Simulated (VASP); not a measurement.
Wanted: the native input for a VASP 6.6.1 run.

```
Task                   : single point
Functional             : LDA
Potentials or basis    : VASP PAW LDA potentials, release 64 (Sr_sv, As, O)
Cutoff                 : 520 eV
k mesh                 : 6 × 6 × 6
Occupations            : methfessel-paxton, width 0.1 eV
Spin                   : no spin polarisation
Dipole correction      : no
Further INCAR settings : ALGO = Normal; EDIFF = 1e-06; NBANDS = 24
```

The structure of SrAsO3 lies in POSCAR:

```
SrAsO3
1.0
    4.0077307295      0.0000000000      0.0000000000
    0.0000000000      4.0077307295      0.0000000000
    0.0000000000      0.0000000000      4.0077307295
Sr As O
1 1 3
Direct
    0.0000000000      0.0000000000      0.0000000000
    0.5000000000      0.5000000000      0.5000000000
    0.5000000000      0.5000000000      0.0000000000
    0.5000000000      0.0000000000      0.5000000000
    0.0000000000      0.5000000000      0.5000000000
```

One way to write it, as run:

INCAR

```
SYSTEM = SrAsO3
PREC = Accurate ; ENCUT = 520
EDIFF = 1E-6 ; ISMEAR = 1
SIGMA = 0.1 ; LREAL = .FALSE.
LASPH = .TRUE. ; NELM = 80
ALGO = Normal ; ISIF = 2
LWAVE = .FALSE. ; LCHARG = .FALSE.
NBANDS = 24
```

KPOINTS

```
regular mesh
0
G
  6 6 6
  0 0 0
```

Potentials or basis: VASP PAW LDA potentials, release 64 (Sr_sv, As, O).

The run is started by

```console
$ cat potpaw_LDA.64/Sr_sv/POTCAR potpaw_LDA.64/As/POTCAR potpaw_LDA.64/O/POTCAR > POTCAR
$ mpirun -np 1 vasp_std > vasp.out
```

It gave:

| Quantity | Value |
| --- | --- |
| Pressure | -12.6 GPa |

Caveat: an odd number of electrons without spin polarisation forces a metal; a magnetic or distorted state may lie lower.

Run time: 11 s on 1 thread of Intel(R) Xeon(R) 6975P-C (Granite Rapids), on a shared host, peak memory 0.16 GiB.
